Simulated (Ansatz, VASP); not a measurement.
**Two plane-wave programs on Ge**

The input INCAR:

```
SYSTEM = Ge
PREC = Accurate
ENCUT = 520
EDIFF = 1E-6
ISMEAR = 0
SIGMA = 0.1
LREAL = .FALSE.
LASPH = .TRUE.
NELM = 80
ALGO = Fast
ISIF = 2
LWAVE = .FALSE.
LCHARG = .TRUE.
GGA = PS
LELF = .TRUE.
LVHAR = .TRUE.
NBANDS = 36
```

The input KPOINTS:

```
Automatic mesh
0
G
  12 12 6
  0 0 0
```

The input POSCAR:

```
Ge
1.0
    3.9776378897      0.1425139353      0.2398551506
   -1.8653982566      3.2309475035     -0.0000035179
    0.3959626770      0.2286024522      6.4289160176
Ge
4
Direct
    0.6593999039      0.3296999470      0.0663373052
    0.3295603207      0.6647801653      0.5578199489
    0.6623548209      0.3311774055      0.4480019841
    0.3486849544      0.6743424822      0.9278407618
```

Input for Ansatz:

```yaml
crystal:
  lattice:
    - [3.9776378897, 0.1425139353, 0.2398551506]
    - [-1.8653982566, 3.2309475035, -3.5179e-06]
    - [0.395962677, 0.2286024522, 6.4289160176]
  atoms:
    - { symbol: Ge, position: [0.6593999039, 0.329699947, 0.0663373052] }
    - { symbol: Ge, position: [0.3295603207, 0.6647801653, 0.5578199489] }
    - { symbol: Ge, position: [0.6623548209, 0.3311774055, 0.4480019841] }
    - { symbol: Ge, position: [0.3486849544, 0.6743424822, 0.9278407618] }
basis:
  ecutwfc: 420
kpoints:
  mp_grid: { grid: [12, 12, 6] }
hamiltonian:
  xc: pbesol
scf:
  occupations: { method: gaussian, width: 0.1 }
output:
  forces: true
  stress: true
  eigenvalues: true
  populations: true
  write_density: true
  write_potential: true
  elf: true
  volumetric_format: npy
```

Alike in both runs: task single point; functional PBEsol; k mesh 12 × 12 × 6; occupations gaussian, width 0.1 eV; no spin polarisation.

```csv
,VASP,Ansatz
version,VASP 6.6.1,Ansatz 0.2.0
potentials or method,"VASP PAW PBE potentials, release 64 (Ge_d), cutoff 520 eV","scalar-relativistic, plane waves, PAW"
valence electrons in the cell,56,56
```

|  | VASP | Ansatz | Ansatz less VASP |
| --- | --- | --- | --- |
| gap on the k mesh at the Fermi level (eV) | none | none | - |
| pressure (GPa) | 7.9 | 8.0 | +0.10 |
| traceless stress, the component that is largest in VASP (GPa) | -7.24 | -7.24 | -0.001 |
| rms of the force components (eV/Å) | 0.846 | 0.850 | +0.0040 |

VASP's potentials were made for PBE, not for PBEsol. Atom by atom the forces differ by 0.005 eV/Å (rms over components). A gap of «none» marks a metal or a gap that the smearing closes. The functional is the same, so the differences come from potentials, cutoffs and numerics. Ansatz's warnings: structure snapped to symmetry.
